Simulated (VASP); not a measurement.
# AlN (Cmcm) in VASP: a series of runs, part 2 of 2

VASP 6.6.1.

## 4. Single point, LDA

This run uses another cell than the first one, of 8.27 Å³/atom, 1.025 times its volume.

Input file INCAR:

```
SYSTEM = AlN
  PREC = Accurate
  ENCUT = 520
  EDIFF = 1E-6
  ISMEAR = 0
  SIGMA = 0.05
  LREAL = .False.
  LASPH = .True.
  NELM = 80
  ALGO = Normal
  ISIF = 2
  LWAVE = .False.
  LCHARG = .True.
  LELF = .True.
  LVHAR = .True.
  NBANDS = 16
```

Input file KPOINTS:

```
regular mesh
0
Gamma
  8 8 6
  0 0 0
```

Input file POSCAR:

```
AlN
1.0
    0.0000000000     -2.0221659415     -2.0221659415
    0.0000000000      2.0221659415     -2.0221659415
    4.0443318830      0.0000000000      0.0000000000
Al N
2 2
Direct
    0.5279229310      0.4720770690      0.0000000000
   -0.0279229310      0.0279229310      0.5000000000
    0.4885639493      0.5114360507      0.5000000000
    0.0114360507      0.9885639493      0.0000000000
```

Potentials or basis: VASP PAW LDA potentials, release 64 (Al, N).

Command:

```
$ cat potpaw_LDA.64/Al/POTCAR potpaw_LDA.64/N/POTCAR > POTCAR
$ mpirun -np 1 vasp_std > vasp.out
```

OUTCAR:

```text
SYSTEM = AlN
   PREC = Accurate
   ENCUT = 520
   EDIFF = 1E-6
   ISMEAR = 0
   LREAL = .False.
   LASPH = .True.
   NELM = 80
   ISIF = 2

 ion  position               nearest neighbor table
   1  0.528  0.472  0.000-   4 1.96   4 2.02   4 2.02   3 2.03   3 2.03   4 2.09   2 2.70   2 2.70
                             2 2.87   2 2.87   2 2.87   2 2.87   2 3.02   2 3.02
   2  0.972  0.028  0.500-   3 1.96   3 2.02   3 2.02   4 2.03   4 2.03   3 2.09   1 2.70   1 2.70
                             1 2.87   1 2.87   1 2.87   1 2.87   1 3.02   1 3.02
   3  0.489  0.511  0.500-   2 1.96   2 2.02   2 2.02   1 2.03   1 2.03   2 2.09
   4  0.011  0.989  0.000-   1 1.96   1 2.02   1 2.02   2 2.03   2 2.03   1 2.09

  LATTYP: Found a simple tetragonal cell.
 ALAT       =     2.8597744998
 C/A-ratio  =     1.4142135624

  Lattice vectors:

 A1 = (   0.0000000000,  -2.0221659415,  -2.0221659415)
 A2 = (   0.0000000000,   2.0221659415,  -2.0221659415)
 A3 = (   4.0443318830,   0.0000000000,   0.0000000000)

Analysis of symmetry for initial positions (statically):
=====================================================================
 Subroutine PRICEL returns:
 Original cell was already a primitive cell.

 Routine SETGRP: Setting up the symmetry group for a
 simple tetragonal supercell.
[... 173 lines left out ...]

 E-fermi :  10.0053     XC(G=0): -12.5698

 val. band max:        9.7152991554   @ k =   0.0000   0.0000   0.0000
 cond. band min:      14.0835857320   @ k =   0.5000   0.5000   0.0000
 fundamental gap:      4.3682865766
 Fermi energy:        10.0053197244

 k-point     1 :       0.0000    0.0000    0.0000
  band No.  band energies     occupation
      1      -7.7038      2.00000
      2      -3.3592      2.00000
      3       2.2978      2.00000
      4       6.8897      2.00000
      5       6.8981      2.00000
      6       9.6428      2.00000
[... 433 lines left out ...]
      3       2.8632      2.00000
      4       5.1221      2.00000
      5       6.0229      2.00000
      6       7.5176      2.00000
[... 8 lines left out ...]
     15      22.3678      0.00000
     16      23.7283      0.00000

 [... further k-points ...]
[... 5 lines left out ...]
  --------------------------------------------------------------------------------------
  -------------------------------------------------------------------------------------
  Total       -0.8918327     -0.7228426     -1.4002273      0.0000000      0.0000000      0.0000000
  in kB      -43.1999877    -35.0141777    -67.8263979      0.0000000      0.0000000      0.0000000
  external PRESSURE =     -48.6801878 kB  Pullay stress =       0.0000000 kB

 VOLUME and BASIS-vectors are now :
 -----------------------------------------------------------------------------
  energy-cutoff  :      520.00
  volume of cell :       33.08
      direct lattice vectors                 reciprocal lattice vectors
     0.000000000 -2.022165941 -2.022165941     0.000000000 -0.247259629 -0.247259629
     0.000000000  2.022165941 -2.022165941     0.000000000  0.247259629 -0.247259629
     4.044331883  0.000000000  0.000000000     0.247259629  0.000000000  0.000000000

 POSITION                                       TOTAL-FORCE (eV/Angst)
 -----------------------------------------------------------------------------------
      0.00000     -0.11293     -2.02217         0.000000      1.204476      0.000000
      2.02217     -1.90924     -2.02217         0.000000     -1.204476      0.000000
      2.02217      0.04625     -2.02217         0.000000     -0.278409      0.000000
      0.00000      1.97591     -2.02217         0.000000      0.278409      0.000000
 -----------------------------------------------------------------------------------
    total drift:                                0.000000     -0.000000      0.000000

  FREE ENERGIE OF THE ION-ELECTRON SYSTEM (eV)
  ---------------------------------------------------
  free  energy   TOTEN  =       -32.3002447839 eV

  energy  without entropy=      -32.3002447839  energy(sigma->0) =      -32.30024478
```

OSZICAR:

```text
N       E                     dE             d eps       ncg     rms          rms(c)
DAV:   1     0.267107158256E+02    0.26711E+02   -0.73612E+03  2688   0.920E+02
DAV:   2    -0.338644904094E+02   -0.60575E+02   -0.56272E+02  3760   0.167E+02
DAV:   3    -0.360324218352E+02   -0.21679E+01   -0.21614E+01  3216   0.302E+01
DAV:   4    -0.360399973275E+02   -0.75755E-02   -0.75750E-02  3320   0.223E+00
DAV:   5    -0.360400479369E+02   -0.50609E-04   -0.50609E-04  3232   0.184E-01    0.108E+01
DAV:   6    -0.323957788163E+02    0.36443E+01   -0.75856E+00  3104   0.203E+01    0.377E+00
DAV:   7    -0.323421796880E+02    0.53599E-01   -0.40652E-01  3104   0.443E+00    0.254E+00
DAV:   8    -0.323023980583E+02    0.39782E-01   -0.51647E-02  2800   0.194E+00    0.409E-01
DAV:   9    -0.323002515761E+02    0.21465E-02   -0.49690E-03  3296   0.535E-01    0.204E-01
DAV:  10    -0.323002843715E+02   -0.32795E-04   -0.46150E-04  3224   0.155E-01    0.979E-02
DAV:  11    -0.323002444600E+02    0.39912E-04   -0.91886E-05  3088   0.750E-02    0.166E-02
DAV:  12    -0.323002447839E+02   -0.32395E-06   -0.28538E-06  2976   0.121E-02
   1 F= -.32300245E+02 E0= -.32300245E+02  d E =-.179735E-18
```

stdout:

```text
POSCAR found type information on POSCAR AlN
 POSCAR found :  2 types and       4 ions
 scaLAPACK will be used
 LDA part: xc-table for (Slater(with rela. corr.)+CA(PZ))
 , standard interpolation
 POSCAR, INCAR and KPOINTS ok, starting setup
 FFT: planning ... GRIDC
 FFT: planning ... GRID_SOFT
 FFT: planning ... GRID
 WAVECAR not read
 entering main loop
```

It took 11 s on 1 thread of Intel Xeon 6975P-C (Granite Rapids), shared host; peak memory 0.15 GiB.

Results:

```
Free energy            : -32.3002 eV
Pressure               : -4.9 GPa
Largest force          : 1.204 eV/Å
Band gap on the k mesh : 4.37 eV, indirect (least direct gap 4.46 eV)
```

Forces on the atoms (eV/Å):
```
Al   0.000  1.204  0.000
Al   0.000 -1.204  0.000
N    0.000 -0.278  0.000
N    0.000  0.278  0.000
```

Caveat: forces of over 1 eV/Å act on the atoms, so gaps and moduli don't describe the material at rest. LDA gaps usually lie below the measured ones, often by a third to a half.

## 5. Single point, LDA

This run uses another cell than the first one, of 8.27 Å³/atom, 1.025 times its volume.

Input file INCAR:

```
SYSTEM = AlN
  PREC = Accurate
  ENCUT = 520
  EDIFF = 1E-7
  ISMEAR = 0
  SIGMA = 0.05
  LREAL = .False.
  LASPH = .True.
  NELM = 80
  ALGO = Normal
  ISIF = 2
  LWAVE = .False.
  LCHARG = .False.
  NBANDS = 16
```

Input file KPOINTS:

```
Automatic mesh
0
Gamma
  8 8 6
  0 0 0
```

Input file POSCAR:

```
AlN
1.0
    0.0000000000     -2.0221659415     -2.0221659415
    0.0000000000      2.0221659415     -2.0221659415
    4.0443318830      0.0000000000      0.0000000000
Al N
2 2
Direct
    0.5167537586      0.4832462414      0.0000000000
   -0.0167537586      0.0167537586      0.5000000000
    0.4931383696      0.5068616304      0.5000000000
    0.0068616304      0.9931383696      0.0000000000
```

Potentials or basis: VASP PAW LDA potentials, release 64 (Al, N).

Command:

```
$ cat potpaw_LDA.64/Al/POTCAR potpaw_LDA.64/N/POTCAR > POTCAR
$ mpirun -np 1 vasp_std > vasp.out
```

OUTCAR:

```text
SYSTEM = AlN
   PREC = Accurate
   ENCUT = 520
   EDIFF = 1E-7
   ISMEAR = 0
   LREAL = .False.
   LASPH = .True.
   NELM = 80
   ISIF = 2

 ion  position               nearest neighbor table
   1  0.517  0.483  0.000-   4 1.98   4 2.02   4 2.02   3 2.02   3 2.02   4 2.06   2 2.77   2 2.77
                             2 2.86   2 2.86   2 2.86   2 2.86   2 2.96   2 2.96
   2  0.983  0.017  0.500-   3 1.98   3 2.02   3 2.02   4 2.02   4 2.02   3 2.06   1 2.77   1 2.77
                             1 2.86   1 2.86   1 2.86   1 2.86   1 2.96   1 2.96
   3  0.493  0.507  0.500-   2 1.98   2 2.02   2 2.02   1 2.02   1 2.02   2 2.06
   4  0.007  0.993  0.000-   1 1.98   1 2.02   1 2.02   2 2.02   2 2.02   1 2.06

  LATTYP: Found a simple tetragonal cell.
 ALAT       =     2.8597744998
 C/A-ratio  =     1.4142135624

  Lattice vectors:

 A1 = (   0.0000000000,  -2.0221659415,  -2.0221659415)
 A2 = (   0.0000000000,   2.0221659415,  -2.0221659415)
 A3 = (   4.0443318830,   0.0000000000,   0.0000000000)

Analysis of symmetry for initial positions (statically):
=====================================================================
 Subroutine PRICEL returns:
 Original cell was already a primitive cell.

 Routine SETGRP: Setting up the symmetry group for a
 simple tetragonal supercell.

 Subroutine GETGRP returns: Found  8 space group operations
 (whereof  4 operations were pure point group operations)
 out of a pool of 16 trial point group operations.

The static configuration has the point symmetry C_2v.
 The point group associated with its full space group is D_2h.

Analysis of symmetry for dynamics (positions and initial velocities):
=====================================================================
 Subroutine PRICEL returns:
 Original cell was already a primitive cell.

 Routine SETGRP: Setting up the symmetry group for a
 simple tetragonal supercell.

 Subroutine GETGRP returns: Found  8 space group operations
 (whereof  4 operations were pure point group operations)
 out of a pool of 16 trial point group operations.

The dynamic configuration has the point symmetry C_2v.
 The point group associated with its full space group is D_2h.

 Subroutine INISYM returns: Found  8 space group operations
 (whereof  4 operations are pure point group operations),
 and found     1 'primitive' translations

----------------------------------------------------------------------------------------

                                     Primitive cell

  volume of cell :      33.0758

  direct lattice vectors                    reciprocal lattice vectors
     0.000000000 -2.022165941 -2.022165941     0.000000000 -0.247259629 -0.247259629
     0.000000000  2.022165941 -2.022165941     0.000000000  0.247259629 -0.247259629
     4.044331883  0.000000000  0.000000000     0.247259629  0.000000000  0.000000000

  length of vectors
     2.859774500  2.859774500  4.044331883     0.349677920  0.349677920  0.247259629

  position of ions in fractional coordinates (direct lattice)
     0.516753759  0.483246241  0.000000000
     0.983246241  0.016753759  0.500000000
     0.493138370  0.506861630  0.500000000
     0.006861630  0.993138370  0.000000000

  ion indices of the primitive-cell ions
   primitive index   ion index
                 1           1
                 2           2
[... 24 lines left out ...]
 Subroutine IBZKPT returns following result:
 ===========================================

 Found     84 irreducible k-points:

 Following reciprocal coordinates:
            Coordinates               Weight
  0.000000  0.000000  0.000000      1.000000
  0.125000  0.000000  0.000000      4.000000
  0.250000  0.000000  0.000000      4.000000
  0.375000  0.000000  0.000000      4.000000
  0.500000  0.000000  0.000000      2.000000
  0.125000  0.125000  0.000000      2.000000
[... 16 lines left out ...]
  0.125000  0.000000  0.166667      8.000000
  0.250000  0.000000  0.166667      8.000000
 [... further k-points ...]
   k-points           NKPTS =     84   k-points in BZ     NKDIM =     84   number of bands    NBANDS=     16
   number of dos      NEDOS =    301   number of ions     NIONS =      4
   total plane-waves  NPLWV =  17280
   dimension x,y,z NGX =    24 NGY =   24 NGZ =   30
   dimension x,y,z NGXF=    48 NGYF=   48 NGZF=   60
   ions per type =               2   2
   NGX,Y,Z   is equivalent  to a cutoff of  13.95, 13.95, 12.33 a.u.
   NGXF,Y,Z  is equivalent  to a cutoff of  27.90, 27.90, 24.66 a.u.
 SYSTEM =  AlN
   PREC   = accura    normal or accurate (medium, high low for compatibility)
   ISTART =      0    job   : 0-new  1-cont  2-samecut
   ICHARG =      2    charge: 1-file 2-atom 10-const
   ISPIN  =      1    spin polarized calculation?
   LNONCOLLINEAR =      F non collinear calculations
   LSORBIT =      F    spin-orbit coupling
   LASPH  =      T    aspherical Exc in radial PAW
   ENCUT  =  520.0 eV  38.22 Ry    6.18 a.u.   5.32  5.32  7.52*2*pi/ulx,y,z
   NELM   =     80;   NELMIN=  2; NELMDL= -5     # of ELM steps
   EDIFF  = 0.1E-06   stopping-criterion for ELM
   LREAL  =      F    real-space projection
   EDIFFG = 0.1E-05   stopping-criterion for IOM
   NSW    =      0    number of steps for IOM
   IBRION =     -1    ionic relax: 0-MD 1-quasi-New 2-CG
   NFREE  =      0    steps in history (QN), initial steepest desc. (CG)
   ISIF   =      2    stress and relaxation
   ISYM   =      2    0-nonsym 1-usesym 2-fastsym
   POTIM  = 0.5000    time-step for ionic-motion
   TEBEG  =    0.0;   TEEND  =   0.0 temperature during run
   PSTRESS=    0.0 pullay stress
   NELECT =      16.0000    total number of electrons
   NUPDOWN=      -1.0000    fix difference up-down
   EMIN   =  10.00;   EMAX   =-10.00  energy-range for DOS
   EFERMI =   0.00;   METHOD = LEGACY
   ISMEAR =     0;   SIGMA  =   0.05  broadening in eV -4-tet -1-fermi 0-gaus
   EFERMI_NEDOS =   21; number of points for ismear=-14 and -15
   IALGO  =     38    algorithm
   IMIX   =      4    mixing-type and parameters
     AMIX     =   0.40;   BMIX     =  1.00
     AMIX_MAG =   1.60;   BMIX_MAG =  1.00
  volume/ion in A,a.u.               =       8.27        55.80
  Fermi-wavevector in a.u.,A,eV,Ry     =   1.285123  2.428530 22.470582  1.651541
  Thomas-Fermi vector in A             =   2.417276
   LORBIT       =      0    0 simple, 1 ext, 2 COOP (PROOUT), +10 PAW based schemes
   GGA     = CA    functional components
   LHFCALC =     F    Hartree Fock is set to
   AEXX    =    0.0000 exact exchange contribution
   IVDW    =     0    specifies the selected vdW correction
   LEPSILON=     F    determine dielectric tensor
   LRPA    =     F    only Hartree local field effects (RPA)
 non-spin polarized calculation
 Gauss-broadening in eV      SIGMA  =   0.05
  energy-cutoff  :      520.00
  volume of cell :       33.08
 maximum number of plane-waves:       912
 NGX is ok and might be reduce to    24
   NGX = 11   NGY = 11   NGZ = 15

 number of electron      16.0000004 magnetization

 Free energy of the ion-electron system (eV)
  ---------------------------------------------------
  ext. energy  EPLUGINS =         0.00000000
  ---------------------------------------------------
  free energy    TOTEN  =       -32.39497713 eV

  energy without entropy =      -32.39497713  energy(sigma->0) =      -32.39497713

 E-fermi :  10.0020     XC(G=0): -12.5700

 val. band max:        9.7058777060   @ k =   0.0000   0.0000   0.0000
 cond. band min:      14.1285596847   @ k =   0.5000   0.5000   0.0000
 fundamental gap:      4.4226819787
 Fermi energy:        10.0020227144

 k-point     1 :       0.0000    0.0000    0.0000
  band No.  band energies     occupation
      1      -7.7015      2.00000
      2      -3.3546      2.00000
      3       2.2944      2.00000
      4       6.8892      2.00000
      5       6.8923      2.00000
      6       9.6795      2.00000
[... 433 lines left out ...]
      3       2.8619      2.00000
      4       5.1193      2.00000
      5       6.0304      2.00000
      6       7.5119      2.00000
[... 8 lines left out ...]
     15      22.2036      0.00000
     16      23.7356      0.00000

 [... further k-points ...]
[... 5 lines left out ...]
  --------------------------------------------------------------------------------------
  -------------------------------------------------------------------------------------
  Total       -1.1126797     -1.0473755     -1.2925437      0.0000000      0.0000000      0.0000000
  in kB      -53.8977196    -50.7344136    -62.6102523      0.0000000      0.0000000      0.0000000
  external PRESSURE =     -55.7474618 kB  Pullay stress =       0.0000000 kB

 VOLUME and BASIS-vectors are now :
 -----------------------------------------------------------------------------
  energy-cutoff  :      520.00
  volume of cell :       33.08
      direct lattice vectors                 reciprocal lattice vectors
     0.000000000 -2.022165941 -2.022165941     0.000000000 -0.247259629 -0.247259629
     0.000000000  2.022165941 -2.022165941     0.000000000  0.247259629 -0.247259629
     4.044331883  0.000000000  0.000000000     0.247259629  0.000000000  0.000000000

 POSITION                                       TOTAL-FORCE (eV/Angst)
 -----------------------------------------------------------------------------------
      0.00000     -0.06776     -2.02217         0.000000      0.710613      0.000000
      2.02217     -1.95441     -2.02217         0.000000     -0.710613      0.000000
      2.02217      0.02775     -2.02217         0.000000     -0.173674      0.000000
      0.00000      1.99442     -2.02217         0.000000      0.173674      0.000000
 -----------------------------------------------------------------------------------
    total drift:                                0.000000      0.000000     -0.000000

  FREE ENERGIE OF THE ION-ELECTRON SYSTEM (eV)
  ---------------------------------------------------
  free  energy   TOTEN  =       -32.3949771264 eV

  energy  without entropy=      -32.3949771264  energy(sigma->0) =      -32.39497713
```

Run time: 12 s. Hardware: 1 thread of Intel Xeon 6975P-C (Granite Rapids), shared host; peak memory 0.15 GiB.

Results:

| Item | Value |
| --- | --- |
| Free energy | -32.3950 eV |
| Pressure | -5.6 GPa |
| Largest force | 0.711 eV/Å |
| Band gap on the k mesh | 4.42 eV |

Forces on the atoms (eV/Å):
```
Al   0.000  0.711  0.000
Al   0.000 -0.711  0.000
N    0.000 -0.174  0.000
N    0.000  0.174  0.000
```

A k mesh can miss the band edges.
